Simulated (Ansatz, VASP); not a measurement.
**Ni: VASP beside Ansatz**

Contents of INCAR:

```
PREC = Accurate
ENCUT = 520
EDIFF = 1E-7
ISMEAR = -1
SIGMA = 0.05
LREAL = F
LASPH = T
NELM = 150
ALGO = Normal
ISIF = 2
LWAVE = F
LCHARG = T
ISPIN = 2
MAGMOM = -0.845 -0.845
LORBIT = 11
LMAXMIX = 4
GGA = PE
LELF = T
LVHAR = T
NBANDS = 21
```

The input KPOINTS:

```
regular mesh
0
Gamma
  17 17 17
```

The input POSCAR:

```
Ni
1.0
    0.0000000000      2.5501213059      2.5501213059
    2.5501213059      0.0000000000      2.5501213059
    2.5501213059      2.5501213059      0.0000000000
Ni
2
Direct
    0.1250000000      0.1250000000      0.1250000000
    0.8750000000      0.8750000000      0.8750000000
```

Input for Ansatz:

```yaml
crystal:
  lattice:
    - [0.0, 2.5501213059, 2.5501213059]
    - [2.5501213059, 0.0, 2.5501213059]
    - [2.5501213059, 2.5501213059, 0.0]
  atoms:
    - { symbol: Ni, position: [0.125, 0.125, 0.125], spin: -0.845 }
    - { symbol: Ni, position: [0.875, 0.875, 0.875], spin: -0.845 }
hamiltonian:
  xc: pbe
  pseudopotentials:
    kind: paw
    azcp:
      Ni: "pseudopotentials/Ni.paw.azcp"
basis:
  ecutwfc: 420
  fft_grid_basis: typed
kpoints:
  mp_grid: { grid: [17, 17, 17], shift: [0, 0, 0] }
magnetization:
  spin_polarized: true
scf:
  occupations: { method: fermi_dirac, width: 0.05 }
```

Alike in both runs: task single point; functional PBE; k mesh 17 × 17 × 17; occupations fermi-dirac, width 0.05 eV; collinear spin.

```csv
,VASP,Ansatz
version,VASP 6.6.1,Ansatz 0.2.0
potentials or method,"VASP PAW PBE potentials, release 64 (Ni), cutoff 520 eV","plane waves (420 eV) with PAW, scalar-relativistic"
valence electrons in the cell,20,36
```

Ansatz gave:

* net moment per atom (μB): 0.80
* size of the moment on the site where the two differ most (μB): 0.84

Problem. Which values does VASP return?

Solution. net moment per atom (μB): 0.79; size of the moment on the site where the two differ most (μB): 0.80.

Site moments also hang on the region over which each program counts them. With one functional, cell and mesh, what is left measures potentials, basis and numerics. VASP's potentials hold 20 valence electrons a cell and Ansatz's 36, so a difference there can come from the potentials and not from the codes.
